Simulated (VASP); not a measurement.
# Sc (Cmcm) in VASP: single point with PBE

Aim: the single point of Sc with PBE.

Everything below comes from runs of VASP 6.6.1. Logs are shortened: lines on timing, memory, paths and dates and some standing lists are left out, and cuts for length are marked.

**1. The cell of the first run**

The structure is orthorhombic, space group Cmcm (No. 63). Conventional cell: a = 3.342 Å, b = 5.674 Å, c = 5.268 Å, α = 90.00°, β = 90.00°, γ = 90.00°. Within 4.3 Å of Sc (site symmetry m2m) lie 12 Sc at 3.24 to 3.34 Å.

**2. Single point, PBE (strain +0.0100 x Voigt [1, -1, 0, 0, 0, 0])**

The input, INCAR:

```
SYSTEM = Sc
ALGO = Fast
EDIFF = 1E-6
ENCUT = 520
GGA = PE
ISIF = 2
ISMEAR = 0
LASPH = .True.
LCHARG = .True.
LELF = .True.
LREAL = .False.
LVHAR = .True.
LWAVE = .False.
NBANDS = 18
NELM = 60
PREC = Accurate
SIGMA = 0.15
```

The input, KPOINTS:

```
k-points
0
Gamma
  18 18 10
  0 0 0
```

The input, POSCAR:

```
Sc
1.0
    3.3418858762      0.0000000000      0.0000000000
   -1.6709429381      2.8368480047      0.0000000000
    0.0000000000      0.0000000000      5.2680000000
Sc
2
Direct
    0.3333333333      0.6666666667      0.2500000000
    0.6666666667      0.3333333333      0.7500000000
```

Potentials or basis: VASP PAW PBE potentials, release 64 (Sc_sv).

The run is started by

```console
$ cat potpaw_PBE.64/Sc_sv/POTCAR > POTCAR
$ mpirun -np 1 vasp_std > vasp.out
```

OUTCAR:

```text
SYSTEM = Sc
   EDIFF = 1E-6
   ENCUT = 520
   GGA = PE
   ISIF = 2
   ISMEAR = 0
   LASPH = .True.
   LREAL = .False.
   NELM = 60
   PREC = Accurate

 ion  position               nearest neighbor table
   1  0.333  0.667  0.250-   2 3.24   2 3.24   2 3.26   2 3.26   2 3.26   2 3.26
   2  0.667  0.333  0.750-   1 3.24   1 3.24   1 3.26   1 3.26   1 3.26   1 3.26

  Warning from LATTYP: Monoclinic adjustment (A1->A3, A2->A1, A3->A2)!
  LATTYP: Found a base centered orthorhombic cell.
 ALAT       =     3.3418858762
 B/A-ratio  =     1.6977527718
 C/A-ratio  =     1.5763554457

  Lattice vectors:

 A1 = (   1.6709429381,  -2.8368480047,   0.0000000000)
 A2 = (   1.6709429381,   2.8368480047,   0.0000000000)
 A3 = (   0.0000000000,   0.0000000000,   5.2680000000)

Analysis of symmetry for initial positions (statically):
=====================================================================
 Subroutine PRICEL returns:
 Original cell was already a primitive cell.

 Routine SETGRP: Setting up the symmetry group for a
 base centered orthorhombic supercell.

 Subroutine GETGRP returns: Found  8 space group operations
 (whereof  4 operations were pure point group operations)
 out of a pool of  8 trial point group operations.

The static configuration has the point symmetry C_2h.
 The point group associated with its full space group is D_2h.

Analysis of symmetry for dynamics (positions and initial velocities):
=====================================================================
 Subroutine PRICEL returns:
 Original cell was already a primitive cell.

 Routine SETGRP: Setting up the symmetry group for a
 base centered orthorhombic supercell.

 Subroutine GETGRP returns: Found  8 space group operations
 (whereof  4 operations were pure point group operations)
 out of a pool of  8 trial point group operations.

The dynamic configuration has the point symmetry C_2h.
 The point group associated with its full space group is D_2h.

 Subroutine INISYM returns: Found  8 space group operations
 (whereof  4 operations are pure point group operations),
 and found     1 'primitive' translations

----------------------------------------------------------------------------------------

                                     Primitive cell

  volume of cell :      49.9429

  direct lattice vectors                    reciprocal lattice vectors
     3.341885876  0.000000000  0.000000000     0.299232241  0.176251953  0.000000000
    -1.670942938  2.836848005  0.000000000     0.000000000  0.352503905  0.000000000
     0.000000000  0.000000000  5.268000000     0.000000000  0.000000000  0.189825361

  length of vectors
     3.341885876  3.292378609  5.268000000     0.347281852  0.352503905  0.189825361

  position of ions in fractional coordinates (direct lattice)
     0.333333333  0.666666667  0.250000000
     0.666666667  0.333333333  0.750000000

  ion indices of the primitive-cell ions
   primitive index   ion index
                 1           1
                 2           2

----------------------------------------------------------------------------------------

 KPOINTS: k-points

Automatic generation of k-mesh.
 Grid dimensions read from file:
 generate k-points for:   18   18   10

 Generating k-lattice:

  Cartesian coordinates                     Fractional coordinates (reciprocal lattice)
     0.016624013  0.009791775  0.000000000     0.055555556  0.000000000  0.000000000
     0.000000000  0.019583550  0.000000000     0.000000000  0.055555556  0.000000000
     0.000000000  0.000000000  0.018982536     0.000000000  0.000000000  0.100000000

  Length of vectors
     0.019293436  0.019583550  0.018982536

  Shift w.r.t. Gamma in fractional coordinates (k-lattice)
     0.000000000  0.000000000  0.000000000

 Subroutine IBZKPT returns following result:
 ===========================================

 Found    546 irreducible k-points:

 Following reciprocal coordinates:
            Coordinates               Weight
  0.000000  0.000000  0.000000      1.000000
  0.055556  0.000000  0.000000      4.000000
  0.111111  0.000000  0.000000      4.000000
  0.166667 -0.000000  0.000000      4.000000
  0.222222 -0.000000  0.000000      4.000000
  0.277778 -0.000000  0.000000      4.000000
[... 16 lines left out ...]
 -0.333333  0.055556  0.000000      4.000000
 -0.277778  0.055556  0.000000      4.000000
 [... further k-points ...]
   k-points           NKPTS =    546   k-points in BZ     NKDIM =    546   number of bands    NBANDS=     18
   number of dos      NEDOS =    301   number of ions     NIONS =      2
   total plane-waves  NPLWV =  26880
   dimension x,y,z NGX =    28 NGY =   24 NGZ =   40
   dimension x,y,z NGXF=    56 NGYF=   48 NGZF=   80
   ions per type =               2
   NGX,Y,Z   is equivalent  to a cutoff of  13.93, 12.12, 12.62 a.u.
   NGXF,Y,Z  is equivalent  to a cutoff of  27.86, 24.24, 25.25 a.u.
 SYSTEM =  Sc
   PREC   = accura    normal or accurate (medium, high low for compatibility)
   ISTART =      0    job   : 0-new  1-cont  2-samecut
   ICHARG =      2    charge: 1-file 2-atom 10-const
   ISPIN  =      1    spin polarized calculation?
   LNONCOLLINEAR =      F non collinear calculations
   LSORBIT =      F    spin-orbit coupling
   LASPH  =      T    aspherical Exc in radial PAW
   ENCUT  =  520.0 eV  38.22 Ry    6.18 a.u.   6.21  6.12  9.79*2*pi/ulx,y,z
   NELM   =     60;   NELMIN=  2; NELMDL= -5     # of ELM steps
   EDIFF  = 0.1E-05   stopping-criterion for ELM
   LREAL  =      F    real-space projection
   EDIFFG = 0.1E-04   stopping-criterion for IOM
   NSW    =      0    number of steps for IOM
   IBRION =     -1    ionic relax: 0-MD 1-quasi-New 2-CG
   NFREE  =      0    steps in history (QN), initial steepest desc. (CG)
   ISIF   =      2    stress and relaxation
   ISYM   =      2    0-nonsym 1-usesym 2-fastsym
   POTIM  = 0.5000    time-step for ionic-motion
   TEBEG  =    0.0;   TEEND  =   0.0 temperature during run
   PSTRESS=    0.0 pullay stress
   NELECT =      22.0000    total number of electrons
   NUPDOWN=      -1.0000    fix difference up-down
   EMIN   =  10.00;   EMAX   =-10.00  energy-range for DOS
   EFERMI =   0.00;   METHOD = LEGACY
   ISMEAR =     0;   SIGMA  =   0.15  broadening in eV -4-tet -1-fermi 0-gaus
   EFERMI_NEDOS =   21; number of points for ismear=-14 and -15
   IALGO  =     68    algorithm
   IMIX   =      4    mixing-type and parameters
     AMIX     =   0.40;   BMIX     =  1.00
     AMIX_MAG =   1.60;   BMIX_MAG =  1.00
  volume/ion in A,a.u.               =      24.97       168.52
  Fermi-wavevector in a.u.,A,eV,Ry     =   1.245636  2.353911 21.110931  1.551610
  Thomas-Fermi vector in A             =   2.379850
   LORBIT       =      0    0 simple, 1 ext, 2 COOP (PROOUT), +10 PAW based schemes
   GGA     = PE    functional components
   LHFCALC =     F    Hartree Fock is set to
   AEXX    =    0.0000 exact exchange contribution
   IVDW    =     0    specifies the selected vdW correction
   LEPSILON=     F    determine dielectric tensor
   LRPA    =     F    only Hartree local field effects (RPA)
 non-spin polarized calculation
 RMM-DIIS sequential band-by-band and
 Gauss-broadening in eV      SIGMA  =   0.15
  energy-cutoff  :      520.00
  volume of cell :       49.94
 maximum number of plane-waves:      1360
 NGX is ok and might be reduce to    28
   NGX = 13   NGY = 13   NGZ = 19

 number of electron      22.0000003 magnetization

 Free energy of the ion-electron system (eV)
  ---------------------------------------------------
  ext. energy  EPLUGINS =         0.00000000
  ---------------------------------------------------
  free energy    TOTEN  =       -12.51461714 eV

  energy without entropy =      -12.46587266  energy(sigma->0) =      -12.49024490

 E-fermi :   3.6073     XC(G=0):  -9.8257

 val. band max:        3.6071987028   @ k =   0.5000   0.1667   0.4000
 cond. band min:       3.6090042643   @ k =   0.1667   0.2222   0.0000
 fundamental gap:      0.0018055615
 Fermi energy:         3.6072858439

 k-point     1 :       0.0000    0.0000    0.0000
  band No.  band energies     occupation
      1     -45.8480      2.00000
      2     -45.7864      2.00000
      3     -24.6554      2.00000
      4     -24.3332      2.00000
      5     -24.3282      2.00000
      6     -24.2766      2.00000
[... 10 lines left out ...]
     17       5.9468      0.00000
     18       5.9888      0.00000

 k-point     2 :       0.0556    0.0000    0.0000
  band No.  band energies     occupation
      1     -45.8467      2.00000
      2     -45.7858      2.00000
      3     -24.6517      2.00000
      4     -24.3401      2.00000
      5     -24.3316      2.00000
      6     -24.2838      2.00000
[... 10 lines left out ...]
     17       5.8916      0.00000
     18       5.9428      0.00000

 k-point     3 :       0.1111    0.0000    0.0000
  band No.  band energies     occupation
      1     -45.8426      2.00000
      2     -45.7843      2.00000
      3     -24.6406      2.00000
      4     -24.3622      2.00000
      5     -24.3391      2.00000
      6     -24.3067      2.00000
[... 10 lines left out ...]
     17       5.8325      0.00000
     18       5.8350      0.00000

 k-point     4 :       0.1667   -0.0000    0.0000
  band No.  band energies     occupation
      1     -45.8364      2.00000
      2     -45.7820      2.00000
      3     -24.6230      2.00000
      4     -24.3968      2.00000
      5     -24.3500      2.00000
      6     -24.3418      2.00000
[... 375 lines left out ...]
      4     -24.5291      2.00000
      5     -24.4840      2.00000
      6     -24.3983      2.00000
[... 10 lines left out ...]
     17       6.9200      0.00000
     18       7.1528      0.00000

 k-point    23 :      -0.3333    0.0556    0.0000
  band No.  band energies     occupation
      1     -45.8148      2.00000
      2     -45.7759      2.00000
      3     -24.5573      2.00000
      4     -24.5047      2.00000
      5     -24.4490      2.00000
      6     -24.3858      2.00000
[... 10 lines left out ...]
     17       6.5742      0.00000
     18       6.8445      0.00000

 k-point    24 :      -0.2778    0.0556    0.0000
  band No.  band energies     occupation
      1     -45.8236      2.00000
      2     -45.7780      2.00000
      3     -24.5851      2.00000
      4     -24.4601      2.00000
      5     -24.4101      2.00000
      6     -24.3698      2.00000
[... 10 lines left out ...]
     17       6.2177      0.00000
     18       6.5164      0.00000

 [... further k-points ...]

------------------------ aborting loop because EDIFF is reached ----------------------------------------

  FORCE on cell =-STRESS in cart. coord.  units (eV):
  Direction    XX          YY          ZZ          XY          YZ          ZX
  --------------------------------------------------------------------------------------
  -------------------------------------------------------------------------------------
  Total       -0.2373131      0.2123795     -0.4965557      0.0000000      0.0000000      0.0000000
  in kB       -7.6130518      6.8131790    -15.9296070      0.0000000      0.0000000      0.0000000
  external PRESSURE =      -5.5764933 kB  Pullay stress =       0.0000000 kB

 VOLUME and BASIS-vectors are now :
 -----------------------------------------------------------------------------
  energy-cutoff  :      520.00
  volume of cell :       49.94
      direct lattice vectors                 reciprocal lattice vectors
     3.341885876  0.000000000  0.000000000     0.299232241  0.176251953  0.000000000
    -1.670942938  2.836848005  0.000000000     0.000000000  0.352503905  0.000000000
     0.000000000  0.000000000  5.268000000     0.000000000  0.000000000  0.189825361

 POSITION                                       TOTAL-FORCE (eV/Angst)
 -----------------------------------------------------------------------------------
     -0.00000      1.89123      1.31700         0.000000     -0.030836      0.000000
      1.67094      0.94562      3.95100         0.000000      0.030836      0.000000
 -----------------------------------------------------------------------------------
    total drift:                                0.000000     -0.000000     -0.000000

  FREE ENERGIE OF THE ION-ELECTRON SYSTEM (eV)
  ---------------------------------------------------
  free  energy   TOTEN  =       -12.5146171402 eV

  energy  without entropy=      -12.4658726634  energy(sigma->0) =      -12.49024490
```

It took 3.7 min on 1 thread of Intel Xeon 6975P-C (Granite Rapids), shared host; peak memory 0.48 GiB.

Results:

```
Free energy            : -12.5146 eV
Pressure               : -0.6 GPa
Largest force          : 0.031 eV/Å
Band gap on the k mesh : zero (bands 11 and 12 overlap by 1.36 eV)
```

Forces in eV/Å, atoms in the order of the input:
```
Sc   0.000 -0.031  0.000
Sc   0.000  0.031  0.000
```

Levels at points of the mesh, in eV from the Fermi level:
```tsv
k point	band 8	band 9	band 10	band 11	band 12	band 13	band 14	band 15
(0.00, 0.00, 0.00)	-27.87	-5.11	-1.66	0.43	1.49	1.70	1.71	1.91
(0.50, 0.00, 0.00)	-27.92	-1.60	-1.04	-0.68	-0.32	1.19	1.45	1.73
(0.00, 0.50, 0.00)	-27.93	-1.55	-1.02	-0.68	-0.25	1.24	1.32	1.82
(0.00, 0.00, 0.50)	-27.91	-3.62	-3.62	0.89	0.89	1.45	1.45	1.62
(0.50, 0.00, 0.50)	-27.96	-1.47	-1.47	0.03	0.03	1.21	1.21	2.42
(0.00, 0.50, 0.50)	-27.97	-1.43	-1.43	0.06	0.06	1.30	1.30	2.32
```

Caveat: the cell differs from its parent crystal (strain +0.0100 x Voigt [1, -1, 0, 0, 0, 0]).
